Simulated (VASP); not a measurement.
# Sb (P2_1/m) in VASP: notebook

Aim: see how the results for Sb move with the level of theory and the settings. Levels: PBEsol, PBE. Tasks: single point.

Everything below comes from runs of VASP 6.6.1. Logs are shortened: lines on timing, memory, paths and dates and some standing lists are left out, and cuts for length are marked.

### Step 1. The cell of the first run

Symmetry: P2_1/m, No. 11, monoclinic system. Conventional cell: a = 3.122 Å, b = 4.348 Å, c = 4.406 Å, α = 90.00°, β = 90.51°, γ = 90.00°. Within 4.0 Å of Sb (site symmetry m) lie 6 Sb at 3.04 to 3.15 Å.

### Step 2. Single point, PBEsol

INCAR

```
PREC = Accurate ; ENCUT = 520
EDIFF = 1E-6 ; ISMEAR = -1
SIGMA = 0.03 ; LREAL = F
LASPH = T ; NELM = 100
ALGO = Normal ; ISIF = 2
LWAVE = F ; LCHARG = T
GGA = PS ; LELF = T
LVHAR = T ; NBANDS = 12
```

KPOINTS

```
regular mesh
0
Gamma
  5 4 4
```

POSCAR

```
Sb
1.0
    3.1224020000      0.0000000000      0.0000000000
    0.0000000000      4.3475180000      0.0000000000
   -0.0389150000      0.0000000000      4.4058520000
Sb
2
Direct
    0.0113890000      0.2500000000      0.2411660000
    0.9886110000      0.7500000000      0.7588340000
```

Potentials or basis: VASP PAW PBE potentials, release 64 (Sb).

Run with:

```sh
> cat potpaw_PBE.64/Sb/POTCAR > POTCAR
> mpirun -np 1 vasp_std > vasp.out
```

OUTCAR:

```text
PREC = Accurate
   ENCUT = 520
   EDIFF = 1E-6
   ISMEAR = -1
   LREAL = F
   LASPH = T
   NELM = 100
   ISIF = 2
   GGA = PS

 ion  position               nearest neighbor table
   1  0.011  0.250  0.241-   2 3.04   2 3.04   2 3.15   2 3.15
   2  0.989  0.750  0.759-   1 3.04   1 3.04   1 3.15   1 3.15

  LATTYP: Found a simple monoclinic cell.
 ALAT       =     3.1224020000
 B/A-ratio  =     1.3923633152
 C/A-ratio  =     1.4111007668
 COS(beta)  =    -0.0088322263

  Lattice vectors:

 A1 = (   3.1224020000,   0.0000000000,   0.0000000000)
 A2 = (   0.0000000000,   4.3475180000,   0.0000000000)
 A3 = (  -0.0389150000,   0.0000000000,   4.4058520000)

Analysis of symmetry for initial positions (statically):
=====================================================================
 Subroutine PRICEL returns:
 Original cell was already a primitive cell.

 Routine SETGRP: Setting up the symmetry group for a
 simple monoclinic supercell.

 Subroutine GETGRP returns: Found  4 space group operations
 (whereof  2 operations were pure point group operations)
 out of a pool of  4 trial point group operations.

The static configuration has the point symmetry S_2 .
 The point group associated with its full space group is C_2h.

Analysis of symmetry for dynamics (positions and initial velocities):
=====================================================================
 Subroutine PRICEL returns:
 Original cell was already a primitive cell.

 Routine SETGRP: Setting up the symmetry group for a
 simple monoclinic supercell.

 Subroutine GETGRP returns: Found  4 space group operations
 (whereof  2 operations were pure point group operations)
 out of a pool of  4 trial point group operations.

The dynamic configuration has the point symmetry S_2 .
 The point group associated with its full space group is C_2h.

 Subroutine INISYM returns: Found  4 space group operations
 (whereof  2 operations are pure point group operations),
 and found     1 'primitive' translations

----------------------------------------------------------------------------------------

                                     Primitive cell

  volume of cell :      59.8081

  direct lattice vectors                    reciprocal lattice vectors
     3.122402000  0.000000000  0.000000000     0.320266257  0.000000000  0.002828774
     0.000000000  4.347518000  0.000000000     0.000000000  0.230016299  0.000000000
    -0.038915000  0.000000000  4.405852000     0.000000000  0.000000000  0.226970856

  length of vectors
     3.122402000  4.347518000  4.406023856     0.320278749  0.230016299  0.226970856

[... 91 lines left out ...]
   NELECT =      10.0000    total number of electrons
   NUPDOWN=      -1.0000    fix difference up-down
   EMIN   =  10.00;   EMAX   =-10.00  energy-range for DOS
   EFERMI =   0.00;   METHOD = LEGACY
   ISMEAR =    -1;   SIGMA  =   0.03  broadening in eV -4-tet -1-fermi 0-gaus
   EFERMI_NEDOS =   21; number of points for ismear=-14 and -15
   IALGO  =     38    algorithm
   IMIX   =      4    mixing-type and parameters
     AMIX     =   0.40;   BMIX     =  1.00
     AMIX_MAG =   1.60;   BMIX_MAG =  1.00
  volume/ion in A,a.u.               =      29.90       201.80
  Fermi-wavevector in a.u.,A,eV,Ry     =   0.901893  1.704330 11.067117  0.813410
  Thomas-Fermi vector in A             =   2.025029
   LORBIT       =      0    0 simple, 1 ext, 2 COOP (PROOUT), +10 PAW based schemes
   GGA     = PS    functional components
   LHFCALC =     F    Hartree Fock is set to
   AEXX    =    0.0000 exact exchange contribution
   IVDW    =     0    specifies the selected vdW correction
   LEPSILON=     F    determine dielectric tensor
   LRPA    =     F    only Hartree local field effects (RPA)
 non-spin polarized calculation
  energy-cutoff  :      520.00
  volume of cell :       59.81
 maximum number of plane-waves:      1626
   NGX = 11   NGY = 17   NGZ = 17

 number of electron      10.0000000 magnetization

 number of electron       9.9999999 magnetization

 Free energy of the ion-electron system (eV)
  ---------------------------------------------------
  ext. energy  EPLUGINS =         0.00000000
  ---------------------------------------------------
  free energy    TOTEN  =        -8.99753778 eV

  energy without entropy =       -8.99196343  energy(sigma->0) =       -8.99475061

 E-fermi :   6.8892     XC(G=0):  -9.7455

 val. band max:        6.8780243159   @ k =   0.2000   0.2500   0.2500
 cond. band min:       6.9369735384   @ k =  -0.2000   0.2500   0.2500
 fundamental gap:      0.0589492225
 Fermi energy:         6.8891698972

 k-point     1 :       0.0000    0.0000    0.0000
  band No.  band energies     occupation
      1      -5.4403      2.00000
      2      -0.3806      2.00000
      3       3.3861      2.00000
      4       3.5166      2.00000
      5       9.0331      0.00000
      6      10.0336      0.00000
      7      10.2721      0.00000
      8      10.4046      0.00000
      9      13.6530      0.00000
     10      13.9774      0.00000
     11      14.2477      0.00000
     12      15.1082      0.00000
[... 331 lines left out ...]
 k-point    24 :      -0.2000    0.5000    0.2500
  band No.  band energies     occupation
      1      -2.7995      2.00000
      2      -2.7995      2.00000
      3       3.2602      2.00000
      4       3.2602      2.00000
      5       7.9855      0.00000
      6       7.9855      0.00000
      7      10.2492      0.00000
      8      10.2492      0.00000
      9      14.1134      0.00000
     10      14.1134      0.00000
     11      16.5271      0.00000
     12      16.5271      0.00000

 [... further k-points ...]

------------------------ aborting loop because EDIFF is reached ----------------------------------------

  FORCE on cell =-STRESS in cart. coord.  units (eV):
  Direction    XX          YY          ZZ          XY          YZ          ZX
  --------------------------------------------------------------------------------------
  -------------------------------------------------------------------------------------
  Total       -1.3656747     -0.2611995     -0.5585402      0.0000000      0.0000000     -0.0778402
  in kB      -36.5845512     -6.9971755    -14.9625248      0.0000000      0.0000000     -2.0852329
  external PRESSURE =     -19.5147505 kB  Pullay stress =       0.0000000 kB

 VOLUME and BASIS-vectors are now :
 -----------------------------------------------------------------------------
  energy-cutoff  :      520.00
  volume of cell :       59.81
      direct lattice vectors                 reciprocal lattice vectors
     3.122402000  0.000000000  0.000000000     0.320266257  0.000000000  0.002828774
     0.000000000  4.347518000  0.000000000     0.000000000  0.230016299  0.000000000
    -0.038915000  0.000000000  4.405852000     0.000000000  0.000000000  0.226970856

 POSITION                                       TOTAL-FORCE (eV/Angst)
 -----------------------------------------------------------------------------------
      0.02618      1.08688      1.06254        -0.036512      0.000000      0.233730
      3.05731      3.26064      3.34331         0.036512     -0.000000     -0.233730
 -----------------------------------------------------------------------------------
    total drift:                               -0.000000      0.000000      0.000000

  FREE ENERGIE OF THE ION-ELECTRON SYSTEM (eV)
  ---------------------------------------------------
  free  energy   TOTEN  =        -8.9975377819 eV

  energy  without entropy=       -8.9919634312  energy(sigma->0) =       -8.99475061
```

OSZICAR:

```text
N       E                     dE             d eps       ncg     rms          rms(c)
DAV:   1     0.288778728648E+02    0.28878E+02   -0.34596E+03   792   0.652E+02
DAV:   2    -0.735764651176E+01   -0.36236E+02   -0.34910E+02  1092   0.103E+02
DAV:   3    -0.898878974231E+01   -0.16311E+01   -0.16132E+01   980   0.238E+01
DAV:   4    -0.900225733442E+01   -0.13468E-01   -0.13464E-01   900   0.261E+00
DAV:   5    -0.900241928452E+01   -0.16195E-03   -0.16195E-03   940   0.310E-01    0.261E+00
DAV:   6    -0.899935924750E+01    0.30600E-02   -0.13552E-03   884   0.209E-01    0.154E+00
DAV:   7    -0.899753048958E+01    0.18288E-02   -0.27812E-03   876   0.298E-01    0.656E-02
DAV:   8    -0.899753635477E+01   -0.58652E-05   -0.20040E-04   888   0.811E-02    0.130E-02
DAV:   9    -0.899753834799E+01   -0.19932E-05   -0.78898E-06   952   0.185E-02    0.750E-03
DAV:  10    -0.899753778191E+01    0.56607E-06   -0.15102E-06   740   0.668E-03
   1 F= -.89975378E+01 E0= -.89947506E+01  d E =-.557435E-02
```

stdout:

```text
POSCAR found type information on POSCAR Sb
 POSCAR found :  1 types and       2 ions
 scaLAPACK will be used
 -----------------------------------------------------------------------------
|                                                                             |
|                                                                             |
|     You enforced a specific xc type in the INCAR file but a different       |
|     I HOPE YOU KNOW WHAT YOU ARE DOING!                                     |
|                                                                             |
 -----------------------------------------------------------------------------

 LDA part: xc-table for (Slater+PW92), standard interpolation
 POSCAR, INCAR and KPOINTS ok, starting setup
 FFT: planning ... GRIDC
 FFT: planning ... GRID_SOFT
 FFT: planning ... GRID
 WAVECAR not read
 entering main loop
```

Wall time 6.4 s (1 thread of Intel Xeon 6975P-C (Granite Rapids), shared host); peak memory 0.17 GiB.

What came out:

* Free energy: -8.9975 eV
* Pressure: -2.0 GPa
* Largest force: 0.237 eV/Å
* Band gap on the k mesh: zero (bands 5 and 6 overlap by 7.82 eV)

Forces in eV/Å, atoms in the order of the input:
```
Sb  -0.037  0.000  0.234
Sb   0.037  0.000 -0.234
```

Stress tensor (GPa, compression positive):
```
-3.66  0.00 -0.21
 0.00 -0.70  0.00
-0.21  0.00 -1.50
```

Caveat: the k points lie up to 0.40 Å⁻¹ apart, too coarse for converged energies and pressures of a metal; the PAW data sets were made with another functional, which shifts forces and pressure a little; spin-orbit coupling is left out, which moves the levels of the heavy elements.

### Step 3. Single point, PBE

This run uses another cell than the first one, of 29.31 Å³/atom.

INCAR

```
ALGO = Normal ; EDIFF = 1E-6
ENCUT = 520 ; GGA = PE
ISIF = 2 ; ISMEAR = -1
LASPH = True ; LCHARG = False
LREAL = False ; LWAVE = False
NBANDS = 12 ; NELM = 100
PREC = Accurate ; SIGMA = 0.05
```

KPOINTS

```
k-points
0
Gamma
  9 6 6
```

POSCAR

```
Sb
1.0
    3.1014456505      0.0000000000      0.0000000000
    0.0000000000      4.3183391477      0.0000000000
   -0.0386538176      0.0000000000      4.3762816325
Sb
2
Direct
    0.0113890000      0.2500000000      0.2411660000
    0.9886110000      0.7500000000      0.7588340000
```

Potentials or basis: VASP PAW PBE potentials, release 64 (Sb).

Run with:

```sh
> cat potpaw_PBE.64/Sb/POTCAR > POTCAR
> mpirun -np 1 vasp_std > vasp.out
```

Wall time 66 s (1 thread of Intel Xeon 8259CL, shared host); peak memory 0.21 GiB.

Results (log left out):

| Property | Result |
| --- | --- |
| Free energy | -8.1628 eV |
| Pressure | 1.6 GPa |
| Largest force | 0.091 eV/Å |
| Band gap on the k mesh | zero (bands 5 and 6 overlap by 8.53 eV) |

Forces on the atoms (eV/Å):
```
Sb  -0.026  0.000  0.087
Sb   0.026  0.000 -0.087
```

Stress tensor (GPa, compression positive):
```
1.75 0.00 0.09
0.00 1.33 0.00
0.09 0.00 1.66
```

Levels at points of the mesh, in eV from the Fermi level:
```csv
k point,band 2,band 3,band 4,band 5,band 6,band 7,band 8,band 9
"(0.00, 0.00, 0.00)",-7.45,-3.81,-3.67,1.92,3.00,3.23,3.36,6.60
"(0.00, 0.50, 0.00)",-10.84,-1.62,-1.62,-1.00,-1.00,4.73,4.73,8.08
"(0.00, 0.00, 0.50)",-10.65,-1.72,-1.18,-1.02,-0.87,4.51,4.90,7.73
"(0.00, 0.50, 0.50)",-10.15,-5.84,-5.84,5.09,5.09,5.36,5.36,8.88
```

Caveat: spin-orbit coupling is left out, which moves the levels of the heavy elements.

### Step 4. Single point, PBE

This run uses another cell than the first one, of 30.50 Å³/atom.

INCAR

```
SYSTEM = Sb
ALGO     = Normal         ! electronic algorithm
EDIFF    = 1E-6           ! SCF threshold, eV
ENCUT    = 520            ! plane-wave cutoff, eV
GGA      = PE             ! functional
ISIF     = 2              ! what is computed and relaxed
ISMEAR   = -1             ! smearing method
LASPH    = .TRUE.         ! aspherical terms in the spheres
LCHARG   = .TRUE.         ! write CHGCAR
LELF     = .TRUE.         ! ELF
LREAL    = .FALSE.        ! projectors in reciprocal space
LVHAR    = .TRUE.       
LWAVE    = .FALSE.        ! write WAVECAR
NBANDS   = 12             ! bands
NELM     = 60             ! most SCF steps
PREC     = Accurate       ! precision mode
SIGMA    = 0.05           ! smearing width, eV
```

KPOINTS

```
k-points
0
G
  9 6 6
  0 0 0
```

POSCAR

```
Sb
1.0
    3.1430807616      0.0000000000      0.0000000000
    0.0000000000      4.3763103490      0.0000000000
   -0.0391727227      0.0000000000      4.4350306782
Sb
2
Direct
    0.0113890000      0.2500000000      0.2411660000
    0.9886110000      0.7500000000      0.7588340000
```

Run with:

```sh
> cat potpaw_PBE.64/Sb/POTCAR > POTCAR
> mpirun -np 1 vasp_std > vasp.out
```

It took 71 s on 1 thread of Intel Xeon 8259CL, shared host; peak memory 0.22 GiB.

It converged, with:

```
Free energy            : -8.1692 eV
Pressure               : -0.6 GPa
Largest force          : 0.038 eV/Å
Band gap on the k mesh : zero (bands 5 and 6 overlap by 8.14 eV)
```

Forces in eV/Å, atoms in the order of the input:
```
Sb  -0.029  0.000  0.024
Sb   0.029  0.000 -0.024
```

Stress tensor (GPa, compression positive):
```
-0.29  0.00  0.07
 0.00 -0.91  0.00
 0.07  0.00 -0.71
```

Levels at points of the mesh, in eV from the Fermi level:
| k point | band 2 | band 3 | band 4 | band 5 | band 6 | band 7 | band 8 | band 9 |
| --- | --- | --- | --- | --- | --- | --- | --- | --- |
| (0.00, 0.00, 0.00) | -7.44 | -3.60 | -3.47 | 2.08 | 2.93 | 3.15 | 3.29 | 6.51 |
| (0.00, 0.50, 0.00) | -10.59 | -1.50 | -1.50 | -0.94 | -0.94 | 4.57 | 4.57 | 8.01 |
| (0.00, 0.00, 0.50) | -10.41 | -1.59 | -1.07 | -0.97 | -0.83 | 4.36 | 4.73 | 7.69 |
| (0.00, 0.50, 0.50) | -9.97 | -5.54 | -5.54 | 4.88 | 4.88 | 5.14 | 5.14 | 8.79 |

Caveat: spin-orbit coupling is left out, which moves the levels of the heavy elements.

### Step 5. Summary

```tsv
level	cell	k mesh	smearing	gap on the mesh (eV)	pressure (GPa)	largest force (eV/Å)
PBEsol	a = 3.122, b = 4.348, c = 4.406 Å, angles 90.0, 90.5, 90.0°, 2 atoms	5 × 4 × 4	fermi-dirac 0.03 eV	none	-2.0	0.24
PBE	a = 3.101, b = 4.318, c = 4.376 Å, angles 90.0, 90.5, 90.0°, 2 atoms	9 × 6 × 6	fermi-dirac 0.05 eV	none	1.6	0.09
PBE	a = 3.143, b = 4.376, c = 4.435 Å, angles 90.0, 90.5, 90.0°, 2 atoms	9 × 6 × 6	fermi-dirac 0.05 eV	none	-0.6	0.04
```

Alike in all rows: task single point; potentials or basis VASP PAW PBE potentials, release 64 (Sb); no spin polarisation; cutoff (eV) 520.

Caveats: some runs use coarse meshes; spin-orbit coupling is left out, which moves the levels of the heavy elements; the PAW data sets were made with another functional, which shifts forces and pressure a little (at least some runs).

Total energies depend on the potentials used, so only differences within one code and one set of settings carry meaning.
